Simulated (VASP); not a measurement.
# Li16B (a cell with a defect) in VASP: further runs

Li16B (a cell with a defect) is run at these levels: PBE; tasks: single point.

Everything below comes from runs of VASP 6.6.1. Logs are shortened: lines on timing, memory, paths and dates and some standing lists are left out, and cuts for length are marked.

### Step 1. The cell of the first run

The cell holds a defect, 17 atoms: a = 6.980 Å, b = 6.980 Å, c = 6.980 Å, α = 90.00°, β = 90.00°, γ = 90.00°.

### Step 2. Single point, PBE

Contents of INCAR:

```
SYSTEM = Li16B
  PREC = Accurate
  ENCUT = 520
  EDIFF = 1E-6
  ISMEAR = -1
  SIGMA = 0.15
  LREAL = Auto
  LASPH = .True.
  NELM = 100
  ALGO = Normal
  ISIF = 2
  LWAVE = .False.
  LCHARG = .False.
  GGA = PE
  NBANDS = 40
```

Contents of KPOINTS:

```
regular mesh
0
Gamma
  3 3 3
  0 0 0
```

Contents of POSCAR:

```
Li16B
1.0
    6.9800000000      0.0000000000      0.0000000000
    0.0000000000      6.9800000000      0.0000000000
    0.0000000000      0.0000000000      6.9800000000
Li B
16 1
Direct
    0.0016121777      0.0476368195      0.0729883954
    0.4984051576      0.0176436963     -0.0240002865
   -0.0006856734      0.4537163324      0.0586223496
    0.0002121777     -0.0253828080      0.4712083095
    0.2930207736      0.2571174785      0.2614597421
    0.5005131805      0.4740131805     -0.0467232092
    0.4989050143     -0.0338338109      0.5068756447
    0.7085939828      0.2558349570      0.2616272206
   -0.0037454155      0.5503196275      0.5090643266
    0.2658197708      0.7203157593      0.2351080229
    0.2097504298      0.2503392550      0.6720727794
    0.5016393983      0.5269087393      0.5262200573
    0.7321087393      0.7244915473      0.2327120344
    0.7896563037      0.2472348138      0.6742010029
    0.2232255014      0.7636253582      0.7888938395
    0.7756740688      0.7661667622      0.7897038682
    0.0010375358      0.2729263610      0.3678136103
```

Potentials or basis: VASP PAW PBE potentials, release 64 (Li_sv, B).

Command:

```bash
> cat potpaw_PBE.64/Li_sv/POTCAR potpaw_PBE.64/B/POTCAR > POTCAR
> mpirun -np 1 vasp_std > vasp.out
```

OUTCAR:

```text
SYSTEM = Li16B
   PREC = Accurate
   ENCUT = 520
   EDIFF = 1E-6
   ISMEAR = -1
   LREAL = Auto
   LASPH = .True.
   NELM = 100
   ISIF = 2
   GGA = PE

 ion  position               nearest neighbor table
   1  0.002  0.048  0.073-
   2  0.498  0.018  0.976-
   3  0.999  0.454  0.059-
   4  0.000  0.975  0.471-  17 2.20
   5  0.293  0.257  0.261-  17 2.17
   6  0.501  0.474  0.953-
   7  0.499  0.966  0.507-
   8  0.709  0.256  0.262-  17 2.17
   9  0.996  0.550  0.509-  17 2.17
  10  0.266  0.720  0.235-
  11  0.210  0.250  0.672-
  12  0.502  0.527  0.526-
  13  0.732  0.724  0.233-
  14  0.790  0.247  0.674-
  15  0.223  0.764  0.789-
  16  0.776  0.766  0.790-
  17  0.001  0.273  0.368-   5 2.17   9 2.17   8 2.17   4 2.20

  LATTYP: Found a simple cubic cell.
 ALAT       =     6.9800000000

  Lattice vectors:

 A1 = (   6.9800000000,   0.0000000000,   0.0000000000)
 A2 = (   0.0000000000,   6.9800000000,   0.0000000000)
 A3 = (   0.0000000000,   0.0000000000,   6.9800000000)

Analysis of symmetry for initial positions (statically):
=====================================================================
 Subroutine PRICEL returns:
 Original cell was already a primitive cell.

 Routine SETGRP: Setting up the symmetry group for a
 simple cubic supercell.

 Subroutine GETGRP returns: Found  1 space group operations
 (whereof  1 operations were pure point group operations)
 out of a pool of 48 trial point group operations.

The static configuration has the point symmetry C_1 .

Analysis of symmetry for dynamics (positions and initial velocities):
=====================================================================
 Subroutine PRICEL returns:
 Original cell was already a primitive cell.

 Routine SETGRP: Setting up the symmetry group for a
 simple cubic supercell.

 Subroutine GETGRP returns: Found  1 space group operations
 (whereof  1 operations were pure point group operations)
 out of a pool of 48 trial point group operations.

The dynamic configuration has the point symmetry C_1 .

 Subroutine INISYM returns: Found  1 space group operations
[... 108 lines left out ...]
   ISTART =      0    job   : 0-new  1-cont  2-samecut
   ICHARG =      2    charge: 1-file 2-atom 10-const
   ISPIN  =      1    spin polarized calculation?
   LNONCOLLINEAR =      F non collinear calculations
   LSORBIT =      F    spin-orbit coupling
   LASPH  =      T    aspherical Exc in radial PAW
   ENCUT  =  520.0 eV  38.22 Ry    6.18 a.u.  12.98 12.98 12.98*2*pi/ulx,y,z
   NELM   =    100;   NELMIN=  2; NELMDL= -5     # of ELM steps
   EDIFF  = 0.1E-05   stopping-criterion for ELM
   LREAL  =      T    real-space projection
   EDIFFG = 0.1E-04   stopping-criterion for IOM
   NSW    =      0    number of steps for IOM
[... 5 lines left out ...]
   TEBEG  =    0.0;   TEEND  =   0.0 temperature during run
   PSTRESS=    0.0 pullay stress
   NELECT =      51.0000    total number of electrons
   NUPDOWN=      -1.0000    fix difference up-down
   EMIN   =  10.00;   EMAX   =-10.00  energy-range for DOS
   EFERMI =   0.00;   METHOD = LEGACY
   ISMEAR =    -1;   SIGMA  =   0.15  broadening in eV -4-tet -1-fermi 0-gaus
   EFERMI_NEDOS =   21; number of points for ismear=-14 and -15
   IALGO  =     38    algorithm
   IMIX   =      4    mixing-type and parameters
     AMIX     =   0.40;   BMIX     =  1.00
     AMIX_MAG =   1.60;   BMIX_MAG =  1.00
  volume/ion in A,a.u.               =      20.00       134.99
  Fermi-wavevector in a.u.,A,eV,Ry     =   0.869780  1.643646 10.293044  0.756517
  Thomas-Fermi vector in A             =   1.988651
   LORBIT       =      0    0 simple, 1 ext, 2 COOP (PROOUT), +10 PAW based schemes
   GGA     = PE    functional components
   LHFCALC =     F    Hartree Fock is set to
   AEXX    =    0.0000 exact exchange contribution
   IVDW    =     0    specifies the selected vdW correction
   LEPSILON=     F    determine dielectric tensor
   LRPA    =     F    only Hartree local field effects (RPA)
 non-spin polarized calculation
  energy-cutoff  :      520.00
  volume of cell :      340.07
 maximum number of plane-waves:      9180
 NGX is ok and might be reduce to    54
   NGX = 25   NGY = 25   NGZ = 25

 number of electron      50.9999993 magnetization

 Free energy of the ion-electron system (eV)
  ---------------------------------------------------
  ext. energy  EPLUGINS =         0.00000000
  ---------------------------------------------------
  free energy    TOTEN  =       -35.59600316 eV

  energy without entropy =      -34.95499805  energy(sigma->0) =      -35.27550061

 E-fermi :   0.5146     XC(G=0):  -7.0714

 val. band max:        0.5092204772   @ k =   0.0000  -0.3333   0.3333
 cond. band min:       0.5860572623   @ k =   0.0000   0.0000   0.3333
 fundamental gap:      0.0768367851
 Fermi energy:         0.5146257001

 k-point     1 :       0.0000    0.0000    0.0000
  band No.  band energies     occupation
      1     -46.1549      2.00000
      2     -46.1496      2.00000
      3     -46.1390      2.00000
      4     -46.1369      2.00000
      5     -46.1050      2.00000
      6     -46.0491      2.00000
[... 549 lines left out ...]
     36       3.4901      0.00000
     37       4.1418      0.00000
 [bands above 37 left out]

------------------------ aborting loop because EDIFF is reached ----------------------------------------

  FORCE on cell =-STRESS in cart. coord.  units (eV):
  Direction    XX          YY          ZZ          XY          YZ          ZX
  --------------------------------------------------------------------------------------
  -------------------------------------------------------------------------------------
  Total       -0.7719488     -0.8655563     -2.8612981     -0.0141264      0.5191267     -0.0041530
  in kB       -3.6369122     -4.0779289    -13.4805442     -0.0665541      2.4457815     -0.0195660
  external PRESSURE =      -7.0651284 kB  Pullay stress =       0.0000000 kB

 VOLUME and BASIS-vectors are now :
 -----------------------------------------------------------------------------
  energy-cutoff  :      520.00
  volume of cell :      340.07
      direct lattice vectors                 reciprocal lattice vectors
     6.980000000  0.000000000  0.000000000     0.143266476  0.000000000  0.000000000
     0.000000000  6.980000000  0.000000000     0.000000000  0.143266476  0.000000000
     0.000000000  0.000000000  6.980000000     0.000000000  0.000000000  0.143266476

 POSITION                                       TOTAL-FORCE (eV/Angst)
 -----------------------------------------------------------------------------------
      0.01125      0.33251      0.50946        -0.000691     -0.003867      0.010138
      3.47887      0.12315      6.81248        -0.000934      0.016719     -0.026257
      6.97521      3.16694      0.40918        -0.002690      0.005521      0.035443
      0.00148      6.80283      3.28903         0.001124     -0.035493      0.017113
      2.04528      1.79468      1.82499         0.007138      0.004799      0.000150
      3.49358      3.30861      6.65387        -0.000296     -0.007506     -0.002739
[... 9 lines left out ...]
      5.41421      5.34784      5.51213         0.003078     -0.013788     -0.000065
      0.00724      1.90503      2.56734        -0.004476     -0.037031      0.019894
 -----------------------------------------------------------------------------------
    total drift:                                0.002064      0.000341      0.002756

  FREE ENERGIE OF THE ION-ELECTRON SYSTEM (eV)
  ---------------------------------------------------
  free  energy   TOTEN  =       -35.5960031636 eV

  energy  without entropy=      -34.9549980472  energy(sigma->0) =      -35.27550061
```

OSZICAR:

```text
N       E                     dE             d eps       ncg     rms          rms(c)
DAV:   1     0.299882549380E+03    0.29988E+03   -0.21836E+04  1136   0.126E+03
DAV:   2     0.378691101512E+02   -0.26201E+03   -0.24450E+03  1152   0.340E+02
DAV:   3    -0.221602507927E+02   -0.60029E+02   -0.58556E+02  1968   0.862E+01
DAV:   4    -0.370353596354E+02   -0.14875E+02   -0.14684E+02  1936   0.641E+01
DAV:   5    -0.401450534462E+02   -0.31097E+01   -0.31089E+01  1976   0.191E+01    0.816E+00
DAV:   6    -0.365636102991E+02    0.35814E+01   -0.22571E+01  1304   0.134E+01    0.472E+00
DAV:   7    -0.356337644204E+02    0.92985E+00   -0.39944E+00  1576   0.446E+00    0.142E+00
DAV:   8    -0.356519997356E+02   -0.18235E-01   -0.49539E-01  1728   0.161E+00    0.110E+00
DAV:   9    -0.356115518599E+02    0.40448E-01   -0.43547E-02  1568   0.684E-01    0.677E-01
DAV:  10    -0.355952930906E+02    0.16259E-01   -0.39754E-02  1392   0.633E-01    0.276E-01
DAV:  11    -0.355959335985E+02   -0.64051E-03   -0.47576E-03  1800   0.207E-01    0.240E-01
DAV:  12    -0.355959558978E+02   -0.22299E-04   -0.37235E-04  1752   0.707E-02    0.147E-01
DAV:  13    -0.355959912516E+02   -0.35354E-04   -0.48173E-04  1752   0.112E-01    0.304E-02
DAV:  14    -0.355960044295E+02   -0.13178E-04   -0.12871E-04  1704   0.410E-02    0.276E-02
DAV:  15    -0.355960027315E+02    0.16980E-05   -0.41449E-06  1456   0.140E-02    0.138E-02
DAV:  16    -0.355960031636E+02   -0.43205E-06   -0.67615E-06  1656   0.130E-02
   1 F= -.35596003E+02 E0= -.35275501E+02  d E =-.641005E+00
```

stdout:

```text
POSCAR found type information on POSCAR LiB
 POSCAR found :  2 types and      17 ions
 scaLAPACK will be used
 LDA part: xc-table for (Slater+PW92), standard interpolation
 POSCAR, INCAR and KPOINTS ok, starting setup
 FFT: planning ... GRIDC
 FFT: planning ... GRID_SOFT
 FFT: planning ... GRID
 WAVECAR not read
 entering main loop
```

It took 2.8 min on 1 thread of Intel Xeon 6975P-C (Granite Rapids), shared host; peak memory 0.4 GiB.

Results:

* Free energy: -35.5960 eV
* Largest force: 0.048 eV/Å
* Band gap on the k mesh: zero (an odd number of electrons rules out a gap without spin polarisation)

Forces in eV/Å, atoms in the order of the input:
```
Li  -0.001 -0.004  0.010
Li  -0.001  0.017 -0.026
Li  -0.003  0.006  0.035
Li   0.001 -0.035  0.017
Li   0.007  0.005  0.000
Li   0.000 -0.008 -0.003
Li  -0.002  0.013  0.016
Li  -0.005 -0.001  0.002
Li   0.007  0.000 -0.040
Li   0.029  0.037 -0.012
Li  -0.017  0.004 -0.003
Li  -0.005  0.002 -0.004
Li  -0.028  0.029 -0.009
Li   0.018  0.003 -0.006
Li   0.000 -0.016  0.001
Li   0.003 -0.014  0.000
B   -0.004 -0.037  0.020
```

Caveat: the cutoff is under 1.25 times the usual one of these potentials, so pressure, stress and relaxed cells hold a basis-set (Pulay) error.

### Step 3. Single point, PBE

Contents of INCAR:

```
SYSTEM = Li16B
PREC     = Accurate       ! precision mode
ENCUT    = 520            ! plane-wave cutoff, eV
EDIFF    = 1E-6           ! SCF threshold, eV
ISMEAR   = -1             ! smearing method
SIGMA    = 0.15           ! smearing width, eV
LREAL    = Auto         
LASPH    = .True.         ! aspherical terms in the spheres
NELM     = 60             ! most SCF steps
ALGO     = Normal         ! electronic algorithm
ISIF     = 2              ! what is computed and relaxed
LWAVE    = .False.        ! write WAVECAR
LCHARG   = .False.        ! write CHGCAR
GGA      = PE             ! functional
NBANDS   = 40             ! bands
```

KPOINTS is that of step 2.

Contents of POSCAR:

```
Li16B
1.0
    6.9800000000      0.0000000000      0.0000000000
    0.0000000000      6.9800000000      0.0000000000
    0.0000000000      0.0000000000      6.9800000000
Li B
16 1
Direct
    0.0027704871      0.0523563037      0.0659862464
    0.4983300860      0.0072372493     -0.0107628940
   -0.0003243553      0.4515832378      0.0381276504
    0.0000885387     -0.0052806590      0.4605424069
    0.2940911175      0.2577723496      0.2580816619
    0.5003421203      0.4796332378     -0.0474783668
    0.4992326648     -0.0404267908      0.4953395415
    0.7100285100      0.2572813754      0.2587256447
   -0.0061448424      0.5539667622      0.5321521490
    0.2470167622      0.6970290831      0.2432696275
    0.2168858166      0.2513405444      0.6711740688
    0.5026631805      0.5266734957      0.5271210602
    0.7497368195      0.7037511461      0.2384193410
    0.7811802292      0.2462872493      0.6767236390
    0.2240697708      0.7743186246      0.7862465616
    0.7744852436      0.7773792264      0.7881180516
    0.0025795129      0.3001822350      0.3541131805
```

Potentials or basis: VASP PAW PBE potentials, release 64 (Li_sv, B).

Command:

```bash
> cat potpaw_PBE.64/Li_sv/POTCAR potpaw_PBE.64/B/POTCAR > POTCAR
> mpirun -np 1 vasp_std > vasp.out
```

Run time: 3 min. Hardware: 1 thread of Intel Xeon 6975P-C (Granite Rapids), shared host; peak memory 0.41 GiB.

It converged, with:

```yaml
Free_energy: -35.5347 eV
Largest_force: 0.059 eV/Å
Band_gap_on_the_k_mesh: zero (an odd number of electrons rules out a gap without spin polarisation)
```

Forces in eV/Å, atoms in the order of the input:
```
Li  -0.004 -0.015  0.007
Li   0.002  0.019 -0.018
Li  -0.005  0.012  0.033
Li   0.001 -0.030  0.013
Li   0.023  0.004  0.003
Li   0.000 -0.016 -0.006
Li  -0.003  0.012  0.009
Li  -0.018  0.001  0.001
Li   0.000  0.006 -0.029
Li   0.026  0.032 -0.013
Li  -0.019  0.010 -0.009
Li  -0.005 -0.002 -0.004
Li  -0.028  0.032 -0.012
Li   0.023  0.006 -0.010
Li   0.005 -0.008  0.008
Li  -0.003 -0.008  0.004
B    0.004 -0.053  0.024
```

Levels at points of the mesh, in eV from the Fermi level:
| k point | band 23 | band 24 | band 25 | band 26 | band 27 | band 28 | band 29 | band 30 |
| --- | --- | --- | --- | --- | --- | --- | --- | --- |
| (0.00, 0.00, 0.00) | -1.02 | -0.27 | -0.21 | 0.15 | 0.18 | 0.41 | 0.49 | 1.09 |

Caveat: the cutoff is under 1.25 times the usual one of these potentials, so pressure, stress and relaxed cells hold a basis-set (Pulay) error.

[end of part 1 of 2]

The gap in the log of VASP goes by the Fermi energy; the results here count the filled bands.